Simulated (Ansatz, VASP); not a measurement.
One calculation of MgBe2SO2, two programs

```
CELL_PARAMETERS angstrom
3.34654 0.00000 0.00000
0.00000 3.34654 0.00000
0.00000 0.00000 9.75028
ATOMIC_POSITIONS crystal
Mg 0.00000 0.00000 0.00000
Be 0.50000 0.50000 0.00000
Be 0.00000 0.00000 0.50000
S 0.50000 0.50000 0.50000
O 0.50000 0.00000 0.92769
O 0.00000 0.50000 0.07231
```

Change from the starting cell: species swapped into the Li2MgCdP2 type (P-4m2, No. 115).

Alike in both runs: task relaxation of cell and atoms; functional PBE; k mesh 10 × 10 × 4; occupations gaussian, width 0.01 eV; no spin polarisation.

```csv
,VASP,Ansatz
version,VASP 6.6.1,Ansatz 0.2.0
potentials or method,"VASP PAW PBE potentials, release 64 (Mg, Be, S, O), cutoff 600 eV","scalar-relativistic, plane waves, PAW"
valence electrons in the cell,24,32
```

Ansatz gave:

- gap on the k mesh at the Fermi level, each at its own relaxed structure (eV): 0.28
- relaxed volume (Å³/atom): 18.20
- relaxed length of the cell vector where the two differ most in proportion (Å): 9.750

**Question.** Estimate VASP's values.

**Answer.** gap on the k mesh at the Fermi level, each at its own relaxed structure (eV): 0.28; relaxed volume (Å³/atom): 17.24; relaxed length of the cell vector where the two differ most in proportion (Å): 9.217.

One of these differences is far larger than is usual between the two programs; its cause wasn't traced. VASP's potentials hold 24 valence electrons a cell and Ansatz's 32, so a difference there can come from the potentials and not from the codes.
